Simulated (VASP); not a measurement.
# AlC3 (Pm-3m) in VASP: notebook

AlC3 is run at these levels: PBE; tasks: single point, relaxation of cell and atoms.

All numbers are computed with VASP 6.6.1; they aren't measurements. Logs are shortened: lines on timing, memory, paths and dates and some standing lists are left out, and cuts for length are marked.

**1. The cell of the first run**

The structure is cubic, space group Pm-3m (No. 221). Conventional cell: a = 3.150 Å, b = 3.150 Å, c = 3.150 Å, α = 90.00°, β = 90.00°, γ = 90.00°. Al (site symmetry m-3m) has 12 C at 2.23 Å within 2.9 Å. Within 2.9 Å of C (site symmetry 4/mmm) lie 4 Al at 2.23 Å and 8 C at 2.23 Å.

**2. Single point, PBE**

Input file INCAR:

```
SYSTEM = AlC3
ALGO     = Normal         ! electronic algorithm
EDIFF    = 1E-6           ! SCF threshold, eV
ENCUT    = 520            ! plane-wave cutoff, eV
GGA      = PE             ! functional
ISIF     = 2              ! what is computed and relaxed
ISMEAR   = -1             ! smearing method
LASPH    = .TRUE.         ! aspherical terms in the spheres
LCHARG   = .TRUE.         ! write CHGCAR
LELF     = .TRUE.         ! ELF
LREAL    = .FALSE.        ! projectors in reciprocal space
LVHAR    = .TRUE.       
LWAVE    = .FALSE.        ! write WAVECAR
NBANDS   = 16             ! bands
NELM     = 80             ! most SCF steps
PREC     = Accurate       ! precision mode
SIGMA    = 0.1            ! smearing width, eV
```

Input file KPOINTS:

```
k-points
0
G
  7 7 7
  0 0 0
```

Input file POSCAR:

```
AlC3
1.0
    3.1501582000      0.0000000000      0.0000000000
    0.0000000000      3.1501582000      0.0000000000
    0.0000000000      0.0000000000      3.1501582000
Al C
1 3
Direct
    0.0000000000      0.0000000000      0.0000000000
    0.0000000000      0.5000000000      0.5000000000
    0.5000000000      0.0000000000      0.5000000000
    0.5000000000      0.5000000000      0.0000000000
```

Potentials or basis: VASP PAW PBE potentials, release 64 (Al, C).

On the command line:

```bash
$ cat potpaw_PBE.64/Al/POTCAR potpaw_PBE.64/C/POTCAR > POTCAR
$ mpirun -np 1 vasp_std > vasp.out
```

OUTCAR:

```text
SYSTEM = AlC3
   EDIFF = 1E-6
   ENCUT = 520
   GGA = PE
   ISIF = 2
   ISMEAR = -1
   LASPH = .TRUE.
   LREAL = .FALSE.
   NELM = 80
   PREC = Accurate

 ion  position               nearest neighbor table
   1  0.000  0.000  0.000-   2 2.23   3 2.23   4 2.23   2 2.23   3 2.23   2 2.23   4 2.23   2 2.23
                             3 2.23   4 2.23   3 2.23   4 2.23
   2  0.000  0.500  0.500-   1 2.23   1 2.23   1 2.23   1 2.23
   3  0.500  0.000  0.500-   1 2.23   1 2.23   1 2.23   1 2.23
   4  0.500  0.500  0.000-   1 2.23   1 2.23   1 2.23   1 2.23

  LATTYP: Found a simple cubic cell.
 ALAT       =     3.1501582000

  Lattice vectors:

 A1 = (   3.1501582000,   0.0000000000,   0.0000000000)
 A2 = (   0.0000000000,   3.1501582000,   0.0000000000)
 A3 = (   0.0000000000,   0.0000000000,   3.1501582000)

Analysis of symmetry for initial positions (statically):
=====================================================================
 Subroutine PRICEL returns:
 Original cell was already a primitive cell.

 Routine SETGRP: Setting up the symmetry group for a
 simple cubic supercell.

 Subroutine GETGRP returns: Found 48 space group operations
 (whereof 48 operations were pure point group operations)
 out of a pool of 48 trial point group operations.

The static configuration has the point symmetry O_h .

Analysis of symmetry for dynamics (positions and initial velocities):
=====================================================================
 Subroutine PRICEL returns:
 Original cell was already a primitive cell.

 Routine SETGRP: Setting up the symmetry group for a
 simple cubic supercell.

 Subroutine GETGRP returns: Found 48 space group operations
 (whereof 48 operations were pure point group operations)
 out of a pool of 48 trial point group operations.

The dynamic configuration has the point symmetry O_h .

 Subroutine INISYM returns: Found 48 space group operations
 (whereof 48 operations are pure point group operations),
 and found     1 'primitive' translations

----------------------------------------------------------------------------------------

                                     Primitive cell

  volume of cell :      31.2606

  direct lattice vectors                    reciprocal lattice vectors
     3.150158200  0.000000000  0.000000000     0.317444375  0.000000000  0.000000000
     0.000000000  3.150158200  0.000000000     0.000000000  0.317444375  0.000000000
     0.000000000  0.000000000  3.150158200     0.000000000  0.000000000  0.317444375

  length of vectors
     3.150158200  3.150158200  3.150158200     0.317444375  0.317444375  0.317444375

  position of ions in fractional coordinates (direct lattice)
     0.000000000  0.000000000  0.000000000
     0.000000000  0.500000000  0.500000000
     0.500000000  0.000000000  0.500000000
     0.500000000  0.500000000  0.000000000

  ion indices of the primitive-cell ions
   primitive index   ion index
                 1           1
                 2           2
                 3           3
                 4           4

----------------------------------------------------------------------------------------

 KPOINTS: k-points

Automatic generation of k-mesh.
 Grid dimensions read from file:
 generate k-points for:    7    7    7

 Generating k-lattice:

  Cartesian coordinates                     Fractional coordinates (reciprocal lattice)
     0.045349196  0.000000000  0.000000000     0.142857143  0.000000000  0.000000000
     0.000000000  0.045349196  0.000000000     0.000000000  0.142857143  0.000000000
     0.000000000  0.000000000  0.045349196     0.000000000  0.000000000  0.142857143

  Length of vectors
     0.045349196  0.045349196  0.045349196

  Shift w.r.t. Gamma in fractional coordinates (k-lattice)
     0.000000000  0.000000000  0.000000000

 Subroutine IBZKPT returns following result:
 ===========================================

 Found     20 irreducible k-points:

 Following reciprocal coordinates:
            Coordinates               Weight
  0.000000  0.000000  0.000000      1.000000
  0.142857  0.000000  0.000000      6.000000
  0.285714  0.000000  0.000000      6.000000
  0.428571  0.000000  0.000000      6.000000
  0.142857  0.142857  0.000000     12.000000
  0.285714  0.142857  0.000000     24.000000
[... 12 lines left out ...]
  0.428571  0.428571  0.285714     24.000000
  0.428571  0.428571  0.428571      8.000000
   k-points           NKPTS =     20   k-points in BZ     NKDIM =     20   number of bands    NBANDS=     16
   number of dos      NEDOS =    301   number of ions     NIONS =      4
   total plane-waves  NPLWV =  13824
   dimension x,y,z NGX =    24 NGY =   24 NGZ =   24
   dimension x,y,z NGXF=    48 NGYF=   48 NGZF=   48
   ions per type =               1   3
   NGX,Y,Z   is equivalent  to a cutoff of  12.67, 12.67, 12.67 a.u.
   NGXF,Y,Z  is equivalent  to a cutoff of  25.33, 25.33, 25.33 a.u.
 SYSTEM =  AlC3
   PREC   = accura    normal or accurate (medium, high low for compatibility)
   ISTART =      0    job   : 0-new  1-cont  2-samecut
   ICHARG =      2    charge: 1-file 2-atom 10-const
   ISPIN  =      1    spin polarized calculation?
   LNONCOLLINEAR =      F non collinear calculations
   LSORBIT =      F    spin-orbit coupling
   LASPH  =      T    aspherical Exc in radial PAW
   ENCUT  =  520.0 eV  38.22 Ry    6.18 a.u.   5.86  5.86  5.86*2*pi/ulx,y,z
   NELM   =     80;   NELMIN=  2; NELMDL= -5     # of ELM steps
   EDIFF  = 0.1E-05   stopping-criterion for ELM
   LREAL  =      F    real-space projection
   EDIFFG = 0.1E-04   stopping-criterion for IOM
   NSW    =      0    number of steps for IOM
   IBRION =     -1    ionic relax: 0-MD 1-quasi-New 2-CG
   NFREE  =      0    steps in history (QN), initial steepest desc. (CG)
   ISIF   =      2    stress and relaxation
   ISYM   =      2    0-nonsym 1-usesym 2-fastsym
   POTIM  = 0.5000    time-step for ionic-motion
   TEBEG  =    0.0;   TEEND  =   0.0 temperature during run
   PSTRESS=    0.0 pullay stress
   NELECT =      15.0000    total number of electrons
   NUPDOWN=      -1.0000    fix difference up-down
   EMIN   =  10.00;   EMAX   =-10.00  energy-range for DOS
   EFERMI =   0.00;   METHOD = LEGACY
   ISMEAR =    -1;   SIGMA  =   0.10  broadening in eV -4-tet -1-fermi 0-gaus
   EFERMI_NEDOS =   21; number of points for ismear=-14 and -15
   IALGO  =     38    algorithm
   IMIX   =      4    mixing-type and parameters
     AMIX     =   0.40;   BMIX     =  1.00
     AMIX_MAG =   1.60;   BMIX_MAG =  1.00
  volume/ion in A,a.u.               =       7.82        52.74
  Fermi-wavevector in a.u.,A,eV,Ry     =   1.281660  2.421987 22.349648  1.642653
  Thomas-Fermi vector in A             =   2.414017
   LORBIT       =      0    0 simple, 1 ext, 2 COOP (PROOUT), +10 PAW based schemes
   GGA     = PE    functional components
   LHFCALC =     F    Hartree Fock is set to
   AEXX    =    0.0000 exact exchange contribution
   IVDW    =     0    specifies the selected vdW correction
   LEPSILON=     F    determine dielectric tensor
   LRPA    =     F    only Hartree local field effects (RPA)
 non-spin polarized calculation
  energy-cutoff  :      520.00
  volume of cell :       31.26
 maximum number of plane-waves:       861
 NGX is ok and might be reduce to    24
   NGX = 11   NGY = 11   NGZ = 11

 number of electron      15.0000000 magnetization

 Free energy of the ion-electron system (eV)
  ---------------------------------------------------
  ext. energy  EPLUGINS =         0.00000000
  ---------------------------------------------------
  free energy    TOTEN  =       -20.59870031 eV

  energy without entropy =      -20.55835394  energy(sigma->0) =      -20.57852713

 E-fermi :   9.8766     XC(G=0): -12.5170

 val. band max:        9.8606646917   @ k =   0.2857   0.2857   0.0000
 cond. band min:       9.9212687895   @ k =   0.4286   0.4286   0.0000
 fundamental gap:      0.0606040978
 Fermi energy:         9.8766142784

 k-point     1 :       0.0000    0.0000    0.0000
  band No.  band energies     occupation
      1      -8.1503      2.00000
      2       3.3582      2.00000
      3       3.3582      2.00000
      4       3.6565      2.00000
      5       3.6565      2.00000
      6       3.6565      2.00000
[... 8 lines left out ...]
     15      20.9357      0.00000
     16      22.5594      0.00000

 k-point     2 :       0.1429    0.0000    0.0000
  band No.  band energies     occupation
      1      -7.8900      2.00000
      2       0.8365      2.00000
      3       3.5365      2.00000
      4       3.8955      2.00000
      5       3.8955      2.00000
      6       5.8917      2.00000
[... 8 lines left out ...]
     15      21.9021      0.00000
     16      22.7047      0.00000

 k-point     3 :       0.2857    0.0000    0.0000
  band No.  band energies     occupation
      1      -7.1186      2.00000
      2      -1.7006      2.00000
      3       4.0264      2.00000
      4       4.5882      2.00000
      5       4.5882      2.00000
      6       7.7170      2.00000
[... 8 lines left out ...]
     15      22.2654      0.00000
     16      22.2654      0.00000

 k-point     4 :       0.4286    0.0000    0.0000
  band No.  band energies     occupation
      1      -5.9101      2.00000
      2      -3.8298      2.00000
      3       4.5938      2.00000
      4       5.5643      2.00000
      5       5.5644      2.00000
      6       7.9643      2.00000
[... 8 lines left out ...]
     15      21.7339      0.00000
     16      21.7339      0.00000
[... 248 lines left out ...]
 k-point    18 :       0.4286    0.2857    0.2857
  band No.  band energies     occupation
      1      -3.9158      2.00000
      2      -1.9922      2.00000
      3       0.5902      2.00000
      4       2.4221      2.00000
      5       3.2581      2.00000
      6       4.2015      2.00000
[... 8 lines left out ...]
     15      23.4226      0.00000
     16      24.2372      0.00000

 k-point    19 :       0.4286    0.4286    0.2857
  band No.  band energies     occupation
      1      -2.7422      2.00000
      2      -1.2891      2.00000
      3      -0.6285      2.00000
      4       1.8161      2.00000
      5       2.8868      2.00000
      6       4.0962      2.00000
[... 8 lines left out ...]
     15      24.2675      0.00000
     16      24.4988      0.00000

 k-point    20 :       0.4286    0.4286    0.4286
  band No.  band energies     occupation
      1      -1.6010      2.00000
      2      -0.3292      2.00000
      3      -0.3292      2.00000
      4       1.6167      2.00000
      5       2.2552      2.00000
      6       2.2552      2.00000
[... 8 lines left out ...]
     15      25.6129      0.00000
     16      25.6129      0.00000

------------------------ aborting loop because EDIFF is reached ----------------------------------------

  FORCE on cell =-STRESS in cart. coord.  units (eV):
  Direction    XX          YY          ZZ          XY          YZ          ZX
  --------------------------------------------------------------------------------------
  -------------------------------------------------------------------------------------
  Total        1.9514699      1.9514699      1.9514699     -0.0000000     -0.0000000      0.0000000
  in kB      100.0173487    100.0173487    100.0173487     -0.0000000     -0.0000000      0.0000000
  external PRESSURE =     100.0173487 kB  Pullay stress =       0.0000000 kB

 VOLUME and BASIS-vectors are now :
 -----------------------------------------------------------------------------
  energy-cutoff  :      520.00
  volume of cell :       31.26
      direct lattice vectors                 reciprocal lattice vectors
     3.150158200  0.000000000  0.000000000     0.317444375  0.000000000  0.000000000
     0.000000000  3.150158200  0.000000000     0.000000000  0.317444375  0.000000000
     0.000000000  0.000000000  3.150158200     0.000000000  0.000000000  0.317444375

 POSITION                                       TOTAL-FORCE (eV/Angst)
 -----------------------------------------------------------------------------------
      0.00000      0.00000      0.00000         0.000000      0.000000      0.000000
      0.00000      1.57508      1.57508         0.000000      0.000000      0.000000
      1.57508      0.00000      1.57508         0.000000      0.000000      0.000000
      1.57508      1.57508      0.00000         0.000000      0.000000      0.000000
 -----------------------------------------------------------------------------------
    total drift:                                0.000000     -0.000000     -0.000000

  FREE ENERGIE OF THE ION-ELECTRON SYSTEM (eV)
  ---------------------------------------------------
  free  energy   TOTEN  =       -20.5987003111 eV

  energy  without entropy=      -20.5583539436  energy(sigma->0) =      -20.57852713
```

Run time: 6.5 s. Hardware: 1 thread of Intel Xeon 6975P-C, shared host; peak memory 0.13 GiB.

Results:

- Free energy: -20.5987 eV
- Pressure: 10.0 GPa

**3. Relaxation of cell and atoms, PBE**

This run uses another cell than the first one, of 8.25 Å³/atom, 1.056 times its volume.

Input file INCAR:

```
SYSTEM = AlC3
ALGO = Normal
EDIFF = 1E-6
EDIFFG = -0.05
ENCUT = 600
GGA = PE
IBRION = 2
ISIF = 3
ISMEAR = -1
LASPH = .TRUE.
LCHARG = .FALSE.
LREAL = .FALSE.
LWAVE = .FALSE.
NELM = 80
NSW = 80
PREC = Accurate
SIGMA = 0.1
```

KPOINTS is that of step 2.

Input file POSCAR:

```
AlC3
1.0
    3.2079290000      0.0000000000      0.0000000000
    0.0000000000      3.2079290000      0.0000000000
    0.0000000000      0.0000000000      3.2079290000
Al C
1 3
Direct
    0.0000000000      0.0000000000      0.0000000000
    0.0000000000      0.5000000000      0.5000000000
    0.5000000000      0.0000000000      0.5000000000
    0.5000000000      0.5000000000      0.0000000000
```

Potentials or basis: VASP PAW PBE potentials, release 64 (Al, C).

On the command line:

```bash
$ cat potpaw_PBE.64/Al/POTCAR potpaw_PBE.64/C/POTCAR > POTCAR
$ mpirun -np 1 vasp_std > vasp.out
```

Run time: 9.4 s. Hardware: 1 thread of Intel Xeon 6975P-C, shared host; peak memory 0.15 GiB.

The run converged. Its results:

- Free energy: -20.6524 eV
- Pressure after relaxing: -0.2 GPa

Final structure:
```
Al C
1.0
     3.20793    0.00000    0.00000
     0.00000    3.20793    0.00000
     0.00000    0.00000    3.20793
Al C
1 3
Direct
  0.00000 0.00000 0.00000
  0.00000 0.50000 0.50000
  0.50000 0.00000 0.50000
  0.50000 0.50000 0.00000
```

Levels at points of the mesh, in eV from the Fermi level:
```
           k point  band 6  band 7  band 8  band 9  band 10  band 11
(0.00, 0.00, 0.00)   -5.81    1.50    1.50    1.50     2.11     4.46
```

Caveat: the relaxation stopped at its first step, so nothing moved.

(Part 1 of 3 ends here.)
